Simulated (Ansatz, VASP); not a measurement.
# One calculation of CrGe6Mo2, two programs

INCAR

```
SYSTEM = CrGe6Mo2
PREC = Accurate ; ENCUT = 520
EDIFF = 1E-7 ; ISMEAR = 0
SIGMA = 0.2 ; LREAL = .FALSE.
LASPH = .TRUE. ; NELM = 80
ALGO = Normal ; ISIF = 2
LWAVE = .FALSE. ; LCHARG = .FALSE.
GGA = PE ; NBANDS = 72
```

KPOINTS

```
Automatic mesh
0
G
  6 6 6
  0 0 0
```

File POSCAR:

```
CrGe6Mo2
1.0
    4.6776640000      0.0000000000      0.0000000000
    2.3388320000      4.1121621000      0.0000000000
    2.3388320000      0.0000000000      7.0111961000
Cr Ge Mo
1 6 2
Direct
    0.0000000000      0.0000000000      0.0000000000
    0.3391900000      0.3216200000      1.0000000000
    0.0035000000      0.3224230000      0.6705770000
    0.6740770000      0.3224230000      0.3294230000
    0.6608100000      0.6783800000      1.0000000000
    0.3259230000      0.6775770000      0.6705770000
    0.9965000000      0.6775770000      0.3294230000
    0.6664240000      0.0000000000      0.6671520000
    0.3335760000      0.0000000000      0.3328480000
```

Input for Ansatz:

```yaml
crystal:
  lattice:
    - [4.677664, 0.0, 0.0]
    - [2.338832, 4.1121621, 0.0]
    - [2.338832, 0.0, 7.0111961]
  atoms:
    - { symbol: Cr, position: [0.0, 0.0, 0.0] }
    - { symbol: Ge, position: [0.33919, 0.32162, 1.0] }
    - { symbol: Ge, position: [0.0035, 0.322423, 0.670577] }
    - { symbol: Ge, position: [0.674077, 0.322423, 0.329423] }
    - { symbol: Ge, position: [0.66081, 0.67838, 1.0] }
    - { symbol: Ge, position: [0.325923, 0.677577, 0.670577] }
    - { symbol: Ge, position: [0.9965, 0.677577, 0.329423] }
    - { symbol: Mo, position: [0.666424, 0.0, 0.667152] }
    - { symbol: Mo, position: [0.333576, 0.0, 0.332848] }
basis:
  ecutwfc: 420
kpoints:
  mp_grid: { grid: [6, 6, 6] }
hamiltonian:
  xc: pbe
scf:
  occupations: { method: gaussian, width: 0.2 }
  lower_state_search: "off"
output:
  forces: true
  stress: true
  eigenvalues: true
```

Alike in both runs: task single point; functional PBE; k mesh 6 × 6 × 6; occupations gaussian, width 0.2 eV; no spin polarisation.

|  | VASP | Ansatz |
| --- | --- | --- |
| version | VASP 6.6.1 | Ansatz 0.2.0 |
| potentials or method | VASP PAW PBE potentials, release 64 (Cr_pv, Ge_d, Mo_sv), cutoff 520 eV | scalar-relativistic, plane waves, PAW |
| valence electrons in the cell | 124 | 126 |

|  | VASP | Ansatz | Ansatz less VASP |
| --- | --- | --- | --- |
| gap on the k mesh at the Fermi level (eV) | none | none | - |
| pressure (GPa) | 0.3 | 0.1 | -0.23 |
| traceless stress, the component that is largest in VASP (GPa) | 0.18 | 0.16 | -0.027 |
| rms of the force components (eV/Å) | 0.006 | 0.005 | -0.0014 |

Atom by atom the forces differ by 0.003 eV/Å (rms over components). A gap of «none» marks a metal or a gap that the smearing closes. VASP's potentials hold 124 valence electrons a cell and Ansatz's 126, so a difference there can come from the potentials and not from the codes.
